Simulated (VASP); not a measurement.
# Pd (P6_3/mmc) in VASP: further runs

Runs on Pd. Level: PBE. Tasks: single point, relaxation of cell and atoms.

All numbers are computed with VASP 6.6.1; they aren't measurements. Logs are shortened: lines on timing, memory, paths and dates and some standing lists are left out, and cuts for length are marked.

### 1 The cell of the first run

It takes space group P6_3/mmc (No. 194, hexagonal). Conventional cell: a = 2.829 Å, b = 2.829 Å, c = 4.717 Å, α = 90.00°, β = 90.00°, γ = 120.00°. Within 3.7 Å of Pd (site symmetry -6m2) lie 12 Pd at 2.83 to 2.87 Å.

### 2 Single point, PBE (volume scaled by 1.06)

The input, INCAR:

```
SYSTEM = Pd
PREC = Accurate
ENCUT = 520
EDIFF = 1E-6
ISMEAR = -1
SIGMA = 0.08
LREAL = .False.
LASPH = .True.
NELM = 100
ALGO = Normal
ISIF = 2
LWAVE = .False.
LCHARG = .False.
GGA = PE
NBANDS = 17
```

The input, KPOINTS:

```
Automatic mesh
0
Gamma
  15 15 8
  0 0 0
```

The input, POSCAR:

```
Pd
1.0
    2.8285524733      0.0000000000      0.0000000000
   -1.4142762367      2.4495982978      0.0000000000
    0.0000000000      0.0000000000      4.7170425267
Pd
2
Direct
    0.3333333333      0.6666666667      0.2500000000
    0.6666666667      0.3333333333      0.7500000000
```

Potentials or basis: VASP PAW PBE potentials, release 64 (Pd).

Launch:

```sh
cat potpaw_PBE.64/Pd/POTCAR > POTCAR
mpirun -np 1 vasp_std > vasp.out
```

OUTCAR:

```text
SYSTEM = Pd
   PREC = Accurate
   ENCUT = 520
   EDIFF = 1E-6
   ISMEAR = -1
   LREAL = .False.
   LASPH = .True.
   NELM = 100
   ISIF = 2
   GGA = PE

 ion  position               nearest neighbor table
   1  0.333  0.667  0.250-   2 2.87   2 2.87   2 2.87   2 2.87   2 2.87   2 2.87
   2  0.667  0.333  0.750-   1 2.87   1 2.87   1 2.87   1 2.87   1 2.87   1 2.87

  LATTYP: Found a hexagonal cell.
 ALAT       =     2.8285524733
 C/A-ratio  =     1.6676524729

  Lattice vectors:

 A1 = (   2.8285524733,   0.0000000000,   0.0000000000)
 A2 = (  -1.4142762367,   2.4495982978,   0.0000000000)
 A3 = (   0.0000000000,   0.0000000000,   4.7170425267)

Analysis of symmetry for initial positions (statically):
=====================================================================
 Subroutine PRICEL returns:
 Original cell was already a primitive cell.

 Routine SETGRP: Setting up the symmetry group for a
 hexagonal supercell.

 Subroutine GETGRP returns: Found 24 space group operations
 (whereof 12 operations were pure point group operations)
 out of a pool of 24 trial point group operations.

The static configuration has the point symmetry D_3d.
 The point group associated with its full space group is D_6h.

Analysis of symmetry for dynamics (positions and initial velocities):
=====================================================================
 Subroutine PRICEL returns:
 Original cell was already a primitive cell.

 Routine SETGRP: Setting up the symmetry group for a
 hexagonal supercell.

 Subroutine GETGRP returns: Found 24 space group operations
 (whereof 12 operations were pure point group operations)
 out of a pool of 24 trial point group operations.

The dynamic configuration has the point symmetry D_3d.
 The point group associated with its full space group is D_6h.

 Subroutine INISYM returns: Found 24 space group operations
 (whereof 12 operations are pure point group operations),
 and found     1 'primitive' translations

----------------------------------------------------------------------------------------

                                     Primitive cell

  volume of cell :      32.6835

  direct lattice vectors                    reciprocal lattice vectors
     2.828552473  0.000000000  0.000000000     0.353537723  0.204115099  0.000000000
    -1.414276237  2.449598298  0.000000000     0.000000000  0.408230199  0.000000000
     0.000000000  0.000000000  4.717042527     0.000000000  0.000000000  0.211997241

  length of vectors
     2.828552473  2.828552473  4.717042527     0.408230199  0.408230199  0.211997241

  position of ions in fractional coordinates (direct lattice)
     0.333333333  0.666666667  0.250000000
     0.666666667  0.333333333  0.750000000

  ion indices of the primitive-cell ions
   primitive index   ion index
                 1           1
                 2           2

----------------------------------------------------------------------------------------

 KPOINTS: Automatic mesh

Automatic generation of k-mesh.
 Grid dimensions read from file:
 generate k-points for:   15   15    8

 Generating k-lattice:

  Cartesian coordinates                     Fractional coordinates (reciprocal lattice)
     0.023569182  0.013607673  0.000000000     0.066666667  0.000000000  0.000000000
     0.000000000  0.027215347  0.000000000     0.000000000  0.066666667  0.000000000
     0.000000000  0.000000000  0.026499655     0.000000000  0.000000000  0.125000000

  Length of vectors
     0.027215347  0.027215347  0.026499655

  Shift w.r.t. Gamma in fractional coordinates (k-lattice)
     0.000000000  0.000000000  0.000000000

 Subroutine IBZKPT returns following result:
 ===========================================

 Found    135 irreducible k-points:

 Following reciprocal coordinates:
            Coordinates               Weight
  0.000000  0.000000  0.000000      1.000000
  0.066667  0.000000  0.000000      6.000000
  0.133333  0.000000  0.000000      6.000000
  0.200000  0.000000  0.000000      6.000000
  0.266667  0.000000  0.000000      6.000000
  0.333333  0.000000  0.000000      6.000000
[... 16 lines left out ...]
  0.333333  0.200000  0.000000     12.000000
  0.400000  0.200000  0.000000      6.000000
 [... further k-points ...]
   k-points           NKPTS =    135   k-points in BZ     NKDIM =    135   number of bands    NBANDS=     17
   number of dos      NEDOS =    301   number of ions     NIONS =      2
   total plane-waves  NPLWV =  20736
   dimension x,y,z NGX =    24 NGY =   24 NGZ =   36
   dimension x,y,z NGXF=    48 NGYF=   48 NGZF=   72
   ions per type =               2
   NGX,Y,Z   is equivalent  to a cutoff of  14.11, 14.11, 12.69 a.u.
   NGXF,Y,Z  is equivalent  to a cutoff of  28.21, 28.21, 25.38 a.u.
 SYSTEM =  Pd
   PREC   = accura    normal or accurate (medium, high low for compatibility)
   ISTART =      0    job   : 0-new  1-cont  2-samecut
   ICHARG =      2    charge: 1-file 2-atom 10-const
   ISPIN  =      1    spin polarized calculation?
   LNONCOLLINEAR =      F non collinear calculations
   LSORBIT =      F    spin-orbit coupling
   LASPH  =      T    aspherical Exc in radial PAW
   ENCUT  =  520.0 eV  38.22 Ry    6.18 a.u.   5.26  5.26  8.77*2*pi/ulx,y,z
   NELM   =    100;   NELMIN=  2; NELMDL= -5     # of ELM steps
   EDIFF  = 0.1E-05   stopping-criterion for ELM
   LREAL  =      F    real-space projection
   EDIFFG = 0.1E-04   stopping-criterion for IOM
   NSW    =      0    number of steps for IOM
   IBRION =     -1    ionic relax: 0-MD 1-quasi-New 2-CG
   NFREE  =      0    steps in history (QN), initial steepest desc. (CG)
   ISIF   =      2    stress and relaxation
   ISYM   =      2    0-nonsym 1-usesym 2-fastsym
   POTIM  = 0.5000    time-step for ionic-motion
   TEBEG  =    0.0;   TEEND  =   0.0 temperature during run
   PSTRESS=    0.0 pullay stress
   NELECT =      20.0000    total number of electrons
   NUPDOWN=      -1.0000    fix difference up-down
   EMIN   =  10.00;   EMAX   =-10.00  energy-range for DOS
   EFERMI =   0.00;   METHOD = LEGACY
   ISMEAR =    -1;   SIGMA  =   0.08  broadening in eV -4-tet -1-fermi 0-gaus
   EFERMI_NEDOS =   21; number of points for ismear=-14 and -15
   IALGO  =     38    algorithm
   IMIX   =      4    mixing-type and parameters
     AMIX     =   0.40;   BMIX     =  1.00
     AMIX_MAG =   1.60;   BMIX_MAG =  1.00
  volume/ion in A,a.u.               =      16.34       110.28
  Fermi-wavevector in a.u.,A,eV,Ry     =   1.389873  2.626480 26.283022  1.931748
  Thomas-Fermi vector in A             =   2.513862
   LORBIT       =      0    0 simple, 1 ext, 2 COOP (PROOUT), +10 PAW based schemes
   GGA     = PE    functional components
   LHFCALC =     F    Hartree Fock is set to
   AEXX    =    0.0000 exact exchange contribution
   IVDW    =     0    specifies the selected vdW correction
   LEPSILON=     F    determine dielectric tensor
   LRPA    =     F    only Hartree local field effects (RPA)
 non-spin polarized calculation
  energy-cutoff  :      520.00
  volume of cell :       32.68
 maximum number of plane-waves:       890
 NGX is ok and might be reduce to    24
   NGX = 11   NGY = 11   NGZ = 17

 number of electron      19.9999999 magnetization

 Free energy of the ion-electron system (eV)
  ---------------------------------------------------
  ext. energy  EPLUGINS =         0.00000000
  ---------------------------------------------------
  free energy    TOTEN  =       -10.37374524 eV

  energy without entropy =      -10.26906210  energy(sigma->0) =      -10.32140367

 E-fermi :   8.1673     XC(G=0): -12.5522

 val. band max:        8.1647533471   @ k =   0.3333   0.2000   0.1250
 cond. band min:       8.1673855473   @ k =   0.4667  -0.0000   0.1250
 fundamental gap:      0.0026322002
 Fermi energy:         8.1672815539

 k-point     1 :       0.0000    0.0000    0.0000
  band No.  band energies     occupation
      1       1.7737      2.00000
      2       3.5910      2.00000
      3       5.6451      2.00000
      4       5.8336      2.00000
      5       5.8336      2.00000
      6       6.1291      2.00000
[... 9 lines left out ...]
     16      27.4185      0.00000
     17      29.3058      0.00000

 k-point     2 :       0.0667    0.0000    0.0000
  band No.  band energies     occupation
      1       1.9075      2.00000
      2       3.6846      2.00000
      3       5.5724      2.00000
      4       5.8940      2.00000
      5       5.9180      2.00000
      6       6.0887      2.00000
[... 9 lines left out ...]
     16      27.0839      0.00000
     17      28.3571      0.00000

 k-point     3 :       0.1333    0.0000    0.0000
  band No.  band energies     occupation
      1       2.2929      2.00000
      2       3.9305      2.00000
      3       5.4114      2.00000
      4       5.9253      2.00000
      5       6.1256      2.00000
      6       6.1635      2.00000
[... 9 lines left out ...]
     16      26.7941      0.00000
     17      27.1686      0.00000

 k-point     4 :       0.2000    0.0000    0.0000
  band No.  band energies     occupation
      1       2.8691      2.00000
      2       4.1883      2.00000
      3       5.3004      2.00000
      4       5.6551      2.00000
      5       5.8089      2.00000
      6       6.3694      2.00000
[... 9 lines left out ...]
     16      26.6256      0.00000
     17      26.6903      0.00000
[... 343 lines left out ...]
      1       4.4602      2.00000
      2       4.5024      2.00000
      3       4.6283      2.00000
      4       5.2699      2.00000
      5       5.6191      2.00000
      6       6.1944      2.00000
[... 9 lines left out ...]
     16      23.3708      0.00000
     17      23.7357      0.00000

 k-point    23 :       0.3333    0.2000    0.0000
  band No.  band energies     occupation
      1       4.3110      2.00000
      2       4.4054      2.00000
      3       4.6231      2.00000
      4       5.6301      2.00000
      5       5.6758      2.00000
      6       6.0103      2.00000
[... 9 lines left out ...]
     16      21.7649      0.00000
     17      22.1496      0.00000

 k-point    24 :       0.4000    0.2000    0.0000
  band No.  band energies     occupation
      1       4.2601      2.00000
      2       4.3608      2.00000
      3       4.6200      2.00000
      4       5.6681      2.00000
      5       5.8280      2.00000
      6       5.9076      2.00000
[... 9 lines left out ...]
     16      20.6527      0.00000
     17      21.4205      0.00000

 [... further k-points ...]
[... 5 lines left out ...]
  --------------------------------------------------------------------------------------
  -------------------------------------------------------------------------------------
  Total       -1.7130893     -1.7130893     -1.7043630      0.0000000      0.0000000     -0.0000000
  in kB      -83.9772560    -83.9772560    -83.5494832      0.0000000      0.0000000     -0.0000000
  external PRESSURE =     -83.8346650 kB  Pullay stress =       0.0000000 kB

 VOLUME and BASIS-vectors are now :
 -----------------------------------------------------------------------------
  energy-cutoff  :      520.00
  volume of cell :       32.68
      direct lattice vectors                 reciprocal lattice vectors
     2.828552473  0.000000000  0.000000000     0.353537723  0.204115099  0.000000000
    -1.414276237  2.449598298  0.000000000     0.000000000  0.408230199  0.000000000
     0.000000000  0.000000000  4.717042527     0.000000000  0.000000000  0.211997241

 POSITION                                       TOTAL-FORCE (eV/Angst)
 -----------------------------------------------------------------------------------
     -0.00000      1.63307      1.17926        -0.000000      0.000000      0.000000
      1.41428      0.81653      3.53778         0.000000      0.000000      0.000000
 -----------------------------------------------------------------------------------
    total drift:                                0.000000     -0.000000      0.000000

  FREE ENERGIE OF THE ION-ELECTRON SYSTEM (eV)
  ---------------------------------------------------
  free  energy   TOTEN  =       -10.3737452386 eV

  energy  without entropy=      -10.2690620960  energy(sigma->0) =      -10.32140367
```

It took 42 s on 1 thread of Intel Xeon Platinum 8488C (Sapphire Rapids), shared host; peak memory 0.2 GiB.

What came out:

* Free energy: -10.3737 eV
* Pressure: -8.4 GPa
* Band gap on the k mesh: zero (band 10 reaches 8.30 eV, above the bottom of band 11 at 7.55 eV)

Caveat: the cell differs from its parent crystal (volume scaled by 1.06).

### 3 Relaxation of cell and atoms, PBE

This run uses another cell than the first one, of 11.99 Å³/atom, 0.734 times its volume.

The input, INCAR:

```
PREC = Accurate
ENCUT = 600
EDIFF = 1E-6
ISMEAR = -1
SIGMA = 0.08
LREAL = F
LASPH = T
NELM = 80
ALGO = Normal
ISIF = 3
LWAVE = F
LCHARG = F
GGA = PE
IBRION = 2
NSW = 100
EDIFFG = -0.005
```

The input, KPOINTS:

```
Automatic mesh
0
Gamma
  15 15 8
```

The input, POSCAR:

```
Pd
1.0
    2.5760488594      0.0000000000      0.0000000000
   -1.2880244297      2.2309237537      0.0000000000
    0.0000000000      0.0000000000      4.1731991523
Pd
2
Direct
    0.3333333333      0.6666666667      0.2500000000
    0.6666666667      0.3333333333      0.7500000000
```

Potentials or basis: VASP PAW PBE potentials, release 64 (Pd).

Launch:

```sh
cat potpaw_PBE.64/Pd/POTCAR > POTCAR
mpirun -np 1 vasp_std > vasp.out
```

Wall time 9 min (1 thread of AMD EPYC 7R43 (Zen 3), shared host); peak memory 0.17 GiB.

It converged, with:

```
Free energy                            : -10.4202 eV
Relaxed volume                         : 15.39 Å³/atom
Relaxed cell                           : a = 2.773 Å, b = 2.773 Å, c = 4.623 Å, α = 90.00°, β = 90.00°, γ = 120.00°
Space group after relaxing (to 0.05 Å) : P6_3/mmc (No. 194)
Energy gained by relaxing              : 667.6 meV/atom
Ionic steps                            : 15
Pressure after relaxing                : 0.0 GPa
Band gap on the k mesh                 : zero (band 10 reaches 9.26 eV, above the bottom of band 11 at 8.42 eV)
```

The path:
```tsv
step	energy change (eV)	largest force (eV/Å)	pressure (GPa)	volume (Å³)
1	0.0000	0.0000	81.42	23.98
2	1.0344	0.0000	-19.78	51.95
3	-1.2983	0.0000	-6.86	32.31
4	-1.3266	0.0000	-2.97	31.39
5	-1.3321	0.0000	0.10	30.78
6	-1.3319	0.0000	-0.70	30.92
7	-1.3342	0.0000	0.63	30.66
8	-1.3342	0.0000	0.87	30.63
9	-1.3352	0.0000	0.01	30.79
10	-1.3352	0.0000	0.09	30.77
11	-1.3352	0.0000	0.10	30.77
12	-1.3350	0.0000	0.50	30.70
13	-1.3352	0.0000	0.13	30.76
14	-1.3352	0.0000	-0.07	30.80
15	-1.3352	0.0000	0.00	30.78
```

Final structure:
```
Pd
1.0
     2.77297    0.00000    0.00000
    -1.38648    2.40146    0.00000
     0.00000    0.00000    4.62275
Pd
2
Direct
  0.33333 0.66667 0.25000
  0.66667 0.33333 0.75000
```

Levels at points of the mesh, in eV from the Fermi level:
| k point | band 6 | band 7 | band 8 | band 9 | band 10 | band 11 | band 12 | band 13 | band 14 |
| --- | --- | --- | --- | --- | --- | --- | --- | --- | --- |
| (0.00, 0.00, 0.00) | -2.24 | -2.24 | -1.58 | -1.58 | -0.24 | -0.24 | 0.92 | 6.67 | 17.09 |
| (0.00, 0.00, 0.50) | -2.61 | -2.61 | -2.61 | -0.67 | -0.67 | -0.67 | -0.67 | 13.72 | 13.72 |

Caveat: the volume moved by over 15 % at a fixed basis, so the end points are rough.
